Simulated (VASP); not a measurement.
Input of a VASP 6.6.1 run:

File INCAR:

```
PREC = Accurate
ENCUT = 520
EDIFF = 1E-6
ISMEAR = 0
SIGMA = 0.05
LREAL = False
LASPH = True
NELM = 100
ALGO = Normal
ISIF = 2
LWAVE = False
LCHARG = False
GGA = PE
NBANDS = 15
```

The input KPOINTS:

```
regular mesh
0
Gamma
  8 8 8
```

Contents of POSCAR:

```
CaSe
1.0
    0.0000000000      2.9560000000      2.9560000000
    2.9560000000      0.0000000000      2.9560000000
    2.9560000000      2.9560000000      0.0000000000
Ca Se
1 1
Direct
   -0.0211434371     -0.0211434371      0.0211434371
    0.5000000000      0.5000000000      0.5000000000
```

Potentials or basis: VASP PAW PBE potentials, release 64 (Ca_sv, Se).

Run with:

```console
$ cat potpaw_PBE.64/Ca_sv/POTCAR potpaw_PBE.64/Se/POTCAR > POTCAR
$ mpirun -np 1 vasp_std > vasp.out
```

(1) Predict the band gap on the k mesh.

(2) Estimate the pressure.

(3) Predict the largest force.

Results:

(1) 2.05 eV, indirect (least direct gap 2.96 eV).

(2) 1.6 GPa.

(3) 0.415 eV/Å.

Caveat: the cell differs from its parent crystal (all Ca atoms moved +0.125 Å, as atom 1 towards its neighbour atom 2 (Se) at 2.956 Å).
